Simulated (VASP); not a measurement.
# VSe (Pm-3m) in VASP: a series of runs, part 2 of 2

VASP 6.6.1.

## 4. Single point, LDA+U, collinear spin, zero start

INCAR

```
SYSTEM = VSe
PREC = Accurate
ENCUT = 500
EDIFF = 1E-6
ISMEAR = 0
SIGMA = 0.05
LREAL = .False.
LASPH = .True.
NELM = 200
ALGO = Normal
ISIF = 2
LWAVE = .False.
LCHARG = .False.
ISPIN = 2
MAGMOM = 0 0
LORBIT = 11
NUPDOWN = 0.0
LMAXMIX = 4
LDAU = .True.
LDAUTYPE = 2
LDAUL = 2 -1
LDAUU = 5 0
LDAUJ = 0 0
LDAUPRINT = 1
NBANDS = 20
GGA_COMPAT = .False.
```

KPOINTS

```
Automatic mesh
0
Gamma
  6 6 6
  0 0 0
```

POSCAR

```
VSe
1.0
    3.3195141700      0.0000000000      0.0000000000
    0.0000000000      3.3195141700      0.0000000000
    0.0000000000      0.0000000000      3.3195141700
V Se
1 1
Direct
    0.0000000000      0.0000000000      0.0000000000
    0.5000000000      0.5000000000      0.5000000000
```

Potentials or basis: VASP PAW LDA potentials, release 64 (V_sv, Se).

Launch:

```
$ cat potpaw_LDA.64/V_sv/POTCAR potpaw_LDA.64/Se/POTCAR > POTCAR
$ mpirun -np 1 vasp_std > vasp.out
```

OUTCAR:

```text
SYSTEM = VSe
   PREC = Accurate
   ENCUT = 500
   EDIFF = 1E-6
   ISMEAR = 0
   LREAL = .False.
   LASPH = .True.
   NELM = 200
   ISIF = 2
   ISPIN = 2
   LORBIT = 11
   NUPDOWN = 0.0

 ion  position               nearest neighbor table
   1  0.000  0.000  0.000-
   2  0.500  0.500  0.500-

  LATTYP: Found a simple cubic cell.
 ALAT       =     3.3195141700

  Lattice vectors:

 A1 = (   3.3195141700,   0.0000000000,   0.0000000000)
 A2 = (   0.0000000000,   3.3195141700,   0.0000000000)
 A3 = (   0.0000000000,   0.0000000000,   3.3195141700)

Analysis of symmetry for initial positions (statically):
=====================================================================
 Subroutine PRICEL returns:
 Original cell was already a primitive cell.

 Routine SETGRP: Setting up the symmetry group for a
 simple cubic supercell.

 Subroutine GETGRP returns: Found 48 space group operations
 (whereof 48 operations were pure point group operations)
 out of a pool of 48 trial point group operations.

The static configuration has the point symmetry O_h .

Analysis of symmetry for dynamics (positions and initial velocities):
=====================================================================
 Subroutine PRICEL returns:
 Original cell was already a primitive cell.

 Routine SETGRP: Setting up the symmetry group for a
 simple cubic supercell.

 Subroutine GETGRP returns: Found 48 space group operations
 (whereof 48 operations were pure point group operations)
 out of a pool of 48 trial point group operations.

The dynamic configuration has the point symmetry O_h .

Analysis of structural, dynamic, and magnetic symmetry:
=====================================================================
 Subroutine PRICEL returns:
 Original cell was already a primitive cell.

 Routine SETGRP: Setting up the symmetry group for a
 simple cubic supercell.

 Subroutine GETGRP returns: Found 48 space group operations
 (whereof 48 operations were pure point group operations)
 out of a pool of 48 trial point group operations.

The overall configuration has the point symmetry O_h .

 Subroutine INISYM returns: Found 48 space group operations
 (whereof 48 operations are pure point group operations),
 and found     1 'primitive' translations

----------------------------------------------------------------------------------------

                                     Primitive cell

  volume of cell :      36.5783

  direct lattice vectors                    reciprocal lattice vectors
     3.319514170  0.000000000  0.000000000     0.301248902  0.000000000  0.000000000
     0.000000000  3.319514170  0.000000000     0.000000000  0.301248902  0.000000000
     0.000000000  0.000000000  3.319514170     0.000000000  0.000000000  0.301248902

  length of vectors
     3.319514170  3.319514170  3.319514170     0.301248902  0.301248902  0.301248902

[... 118 lines left out ...]

atom =   1  type =  1  l = 2

 onsite density matrix

spin component  1

  0.0970 -0.0000 -0.0000 -0.0000 -0.0000
 -0.0000  0.0970 -0.0000 -0.0000  0.0000
 -0.0000 -0.0000  0.5872 -0.0000  0.0000
 -0.0000 -0.0000 -0.0000  0.0970 -0.0000
 -0.0000  0.0000  0.0000 -0.0000  0.5872

spin component  2

  0.0970 -0.0000 -0.0000 -0.0000 -0.0000
 -0.0000  0.0970 -0.0000 -0.0000  0.0000
 -0.0000 -0.0000  0.5872 -0.0000  0.0000
 -0.0000 -0.0000 -0.0000  0.0970 -0.0000
 -0.0000  0.0000  0.0000 -0.0000  0.5872

 occupancies and eigenvectors

  o =  0.0970  v =  0.0000  0.0000  0.0000  0.0000  0.0000  1.0000  0.0000  0.0000  0.0000  0.0000      0.0000  0.0000  0.0000  0.0000  0.0000  0.0000  0.0000  0.0000  0.0000  0.0000
  o =  0.0970  v =  0.0000  0.0000  0.0000  0.0000  0.0000  0.0000 -0.3079 -0.0000 -0.9514  0.0000      0.0000  0.0000  0.0000  0.0000  0.0000  0.0000  0.0000  0.0000  0.0000  0.0000
  o =  0.0970  v =  0.0000  0.0000  0.0000  0.0000  0.0000  0.0000 -0.9514  0.0000  0.3079  0.0000      0.0000  0.0000  0.0000  0.0000  0.0000  0.0000  0.0000  0.0000  0.0000  0.0000
  o =  0.0970  v =  1.0000  0.0000  0.0000  0.0000  0.0000  0.0000  0.0000  0.0000  0.0000  0.0000      0.0000  0.0000  0.0000  0.0000  0.0000  0.0000  0.0000  0.0000  0.0000  0.0000
  o =  0.0970  v =  0.0000 -0.7383  0.0000 -0.6745  0.0000  0.0000  0.0000  0.0000  0.0000  0.0000      0.0000  0.0000  0.0000  0.0000  0.0000  0.0000  0.0000  0.0000  0.0000  0.0000
  o =  0.0970  v =  0.0000 -0.6745 -0.0000  0.7383  0.0000  0.0000  0.0000  0.0000  0.0000  0.0000      0.0000  0.0000  0.0000  0.0000  0.0000  0.0000  0.0000  0.0000  0.0000  0.0000
  o =  0.5872  v =  0.0000  0.0000  0.9971  0.0000  0.0757  0.0000  0.0000  0.0000  0.0000  0.0000      0.0000  0.0000  0.0000  0.0000  0.0000  0.0000  0.0000  0.0000  0.0000  0.0000
  o =  0.5872  v =  0.0000  0.0000 -0.0757 -0.0000  0.9971  0.0000  0.0000  0.0000  0.0000  0.0000      0.0000  0.0000  0.0000  0.0000  0.0000  0.0000  0.0000  0.0000  0.0000  0.0000
  o =  0.5872  v =  0.0000  0.0000  0.0000  0.0000  0.0000  0.0000 -0.0000  0.9947 -0.0000  0.1031      0.0000  0.0000  0.0000  0.0000  0.0000  0.0000  0.0000  0.0000  0.0000  0.0000
  o =  0.5872  v =  0.0000  0.0000  0.0000  0.0000  0.0000  0.0000  0.0000 -0.1031 -0.0000  0.9947      0.0000  0.0000  0.0000  0.0000  0.0000  0.0000  0.0000  0.0000  0.0000  0.0000

 number of electron      19.0000028 magnetization      -0.0000000

 Free energy of the ion-electron system (eV)
  ---------------------------------------------------
  ext. energy  EPLUGINS =         0.00000000
  ---------------------------------------------------
  free energy    TOTEN  =        -9.35091400 eV

  energy without entropy =       -9.34700858  energy(sigma->0) =       -9.34896129

 E-fermi :   7.1562     XC(G=0): -11.3728

 val. band max:        7.0861969963   @ k =   0.5000   0.3333   0.3333
 cond. band min:       7.1564279567   @ k =   0.3333   0.1667   0.0000
 fundamental gap:      0.0702309604
 Fermi energy:         7.1563019329

 spin component 1

 k-point     1 :       0.0000    0.0000    0.0000
  band No.  band energies     occupation
      1     -57.2504      1.00000
      2     -31.4683      1.00000
      3     -31.4683      1.00000
      4     -31.4683      1.00000
      5      -7.5721      1.00000
      6       5.0670      1.00000
[... 436 lines left out ...]
      6       2.3075      1.00000
[... 12 lines left out ...]
     19      27.1944      0.00000
     20      27.1944      0.00000
 Fermi energy:         7.1562437157

 spin component 2

 k-point     1 :       0.0000    0.0000    0.0000
  band No.  band energies     occupation
      1     -57.2504      1.00000
      2     -31.4683      1.00000
      3     -31.4683      1.00000
      4     -31.4683      1.00000
      5      -7.5721      1.00000
      6       5.0670      1.00000
[... 449 lines left out ...]
     19      27.1944      0.00000
     20      27.1944      0.00000

------------------------ aborting loop because EDIFF is reached ----------------------------------------

  FORCE on cell =-STRESS in cart. coord.  units (eV):
  Direction    XX          YY          ZZ          XY          YZ          ZX
  --------------------------------------------------------------------------------------
  -------------------------------------------------------------------------------------
  Total       -3.4007249     -3.4007249     -3.4007249     -0.0000000      0.0000000     -0.0000000
  in kB     -148.9561723   -148.9561723   -148.9561723     -0.0000000      0.0000000     -0.0000000
  external PRESSURE =    -148.9561723 kB  Pullay stress =       0.0000000 kB

 VOLUME and BASIS-vectors are now :
 -----------------------------------------------------------------------------
  energy-cutoff  :      500.00
  volume of cell :       36.58
      direct lattice vectors                 reciprocal lattice vectors
     3.319514170  0.000000000  0.000000000     0.301248902  0.000000000  0.000000000
     0.000000000  3.319514170  0.000000000     0.000000000  0.301248902  0.000000000
     0.000000000  0.000000000  3.319514170     0.000000000  0.000000000  0.301248902

 POSITION                                       TOTAL-FORCE (eV/Angst)
 -----------------------------------------------------------------------------------
      0.00000      0.00000      0.00000         0.000000      0.000000      0.000000
      1.65976      1.65976      1.65976         0.000000      0.000000      0.000000
 -----------------------------------------------------------------------------------
    total drift:                                0.000000      0.000000      0.000000

  FREE ENERGIE OF THE ION-ELECTRON SYSTEM (eV)
  ---------------------------------------------------
  free  energy   TOTEN  =        -9.3509140039 eV

  energy  without entropy=       -9.3470085822  energy(sigma->0) =       -9.34896129

 total charge

# of ion       s       p       d       tot
------------------------------------------
    1        2.168   6.087   2.911  11.166
    2        1.461   2.358   0.042   3.861
--------------------------------------------------
tot          3.629   8.445   2.953  15.027

 magnetization (x)

# of ion       s       p       d       tot
------------------------------------------
    1        0.000   0.000  -0.000  -0.000
    2       -0.000  -0.000   0.000  -0.000
--------------------------------------------------
tot          0.000  -0.000  -0.000  -0.000
```

OSZICAR:

```text
N       E                     dE             d eps       ncg     rms          rms(c)
DAV:   1     0.150878824878E+03    0.15088E+03   -0.88120E+03  1600   0.896E+02
DAV:   2    -0.560613845512E+01   -0.15648E+03   -0.15095E+03  1700   0.278E+02
DAV:   3    -0.113687052020E+02   -0.57626E+01   -0.56797E+01  1856   0.542E+01
DAV:   4    -0.114105884699E+02   -0.41883E-01   -0.41872E-01  1716   0.491E+00
DAV:   5    -0.114108283007E+02   -0.23983E-03   -0.23983E-03  1836   0.422E-01    0.134E+01
DAV:   6    -0.102138453439E+02    0.11970E+01   -0.25791E+01  1724   0.349E+01    0.105E+01
DAV:   7    -0.897116066346E+01    0.12427E+01   -0.97831E+00  1724   0.222E+01    0.315E+00
DAV:   8    -0.901792361300E+01   -0.46763E-01   -0.82023E-01  1732   0.417E+00    0.179E+00
DAV:   9    -0.917507729989E+01   -0.15715E+00   -0.26178E-01  1692   0.190E+00    0.136E+00
DAV:  10    -0.934890012258E+01   -0.17382E+00   -0.60715E-01  1672   0.226E+00    0.289E-01
DAV:  11    -0.934970716599E+01   -0.80704E-03   -0.51745E-03  1704   0.422E-01    0.158E-01
DAV:  12    -0.935091609157E+01   -0.12089E-02   -0.32233E-03  1664   0.261E-01    0.461E-02
DAV:  13    -0.935091330516E+01    0.27864E-05   -0.45414E-05  1796   0.511E-02    0.211E-02
DAV:  14    -0.935091400386E+01   -0.69870E-06   -0.82496E-06  1756   0.119E-02
   1 F= -.93509140E+01 E0= -.93489613E+01  d E =-.390542E-02  mag=    -0.0000
```

stdout:

```text
POSCAR found type information on POSCAR V Se
 POSCAR found :  2 types and       2 ions
 scaLAPACK will be used
 LDA part: xc-table for (Slater(with rela. corr.)+CA(PZ))
 , standard interpolation
 POSCAR, INCAR and KPOINTS ok, starting setup
 FFT: planning ... GRIDC
 FFT: planning ... GRID_SOFT
 FFT: planning ... GRID
 WAVECAR not read
 entering main loop
```

It took 8.3 s on 1 thread of Intel Xeon Platinum 8488C (Sapphire Rapids), shared host; peak memory 0.14 GiB.

What came out:

| Quantity | Value |
| --- | --- |
| Free energy | -9.3509 eV |
| Pressure | -14.9 GPa |
| Net moment | 0.00 μB per cell |
| Valence electrons inside the program's atomic spheres | V 11.17; Se 3.86 |

Eigenvalues of the final occupation matrices:
```
    site  spin  trace               eigenvalues
site 1 d     1   1.47  0.10 0.10 0.10 0.59 0.59
site 1 d     2   1.47  0.10 0.10 0.10 0.59 0.59
```

Caveat: the cell stands under tension; the total moment is fixed, so each spin has its own Fermi level.

## 5. Summary

```csv
spin,fixed moment (μB),pressure (GPa),moment (μB)
"collinear, ferromagnetic start",-,-6.0,2.97
"collinear, ferrimagnetic start",2.25,-10.1,2.25
"collinear, zero start",0.0,-14.9,0.00
```

Alike in all rows: task single point; level LDA+U; potentials or basis VASP PAW LDA potentials, release 64 (V_sv, Se); V d U = 5.0 eV; cell as given; k mesh 6 × 6 × 6; cutoff (eV) 500; smearing gaussian 0.05 eV.

Caveats: the cell stands under tension; the total moment is fixed, so each spin has its own Fermi level and the state may be an excited one (at least some runs); the total moment is fixed, so each spin has its own Fermi level (at least some runs).

Total energies depend on the potentials used, so only differences within one code and one set of settings carry meaning.
